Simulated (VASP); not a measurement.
Write the native input for VASP 6.6.1 that does the following.

| Item | Value |
| --- | --- |
| Task | single point |
| Functional | PBEsol |
| Potentials or basis | VASP PAW PBE potentials, release 64 (Pb_d) |
| Cutoff | 520 eV |
| k mesh | 18 × 18 × 10 |
| Occupations | gaussian, width 0.15 eV |
| Spin | no spin polarisation |
| Dipole correction | no |
| Further INCAR settings | ALGO = Fast; EDIFF = 1e-07; NBANDS = 21 |

The structure of Pb lies in POSCAR:

```
Pb
1.0
    3.4800006906      0.0000000000      0.0000000000
   -1.7400003453      3.0137690032      0.0000000000
    0.0000000000      0.0000000000      5.1428000000
Pb
2
Direct
    0.3333333333      0.6666666667      0.2500000000
    0.6666666667      0.3333333333      0.7500000000
```

This isn't the form of Pb at room conditions, which is fcc.

This cell differs from its parent crystal: strain +0.000 along x and y, -0.080 along z.

These files were run (other wordings do the same):

INCAR

```
SYSTEM = Pb
PREC = Accurate ; ENCUT = 520
EDIFF = 1E-7 ; ISMEAR = 0
SIGMA = 0.15 ; LREAL = .FALSE.
LASPH = .TRUE. ; NELM = 100
ALGO = Fast ; ISIF = 2
LWAVE = .FALSE. ; LCHARG = .FALSE.
GGA = PS ; NBANDS = 21
```

KPOINTS

```
Automatic mesh
0
G
  18 18 10
  0 0 0
```

Potentials or basis: VASP PAW PBE potentials, release 64 (Pb_d).

Launch:

```sh
$ cat potpaw_PBE.64/Pb_d/POTCAR > POTCAR
$ mpirun -np 1 vasp_std > vasp.out
```

Results of the run:

The pressure is 6.7 GPa. The band gap on the k mesh is zero (bands 14 and 15 overlap by 7.93 eV).

Caveat: the cell differs from its parent crystal (strain +0.000 along x and y, -0.080 along z); the cell stands under pressure; the PAW data sets were made with another functional, which shifts forces and pressure a little; spin-orbit coupling is left out, which moves the levels of the heavy elements.

Run time: 5.3 min on 1 thread of Intel(R) Xeon(R) Platinum 8259CL CPU @ 2.50GHz (Skylake/Cascade Lake) (shared host), peak memory 0.32 GiB.
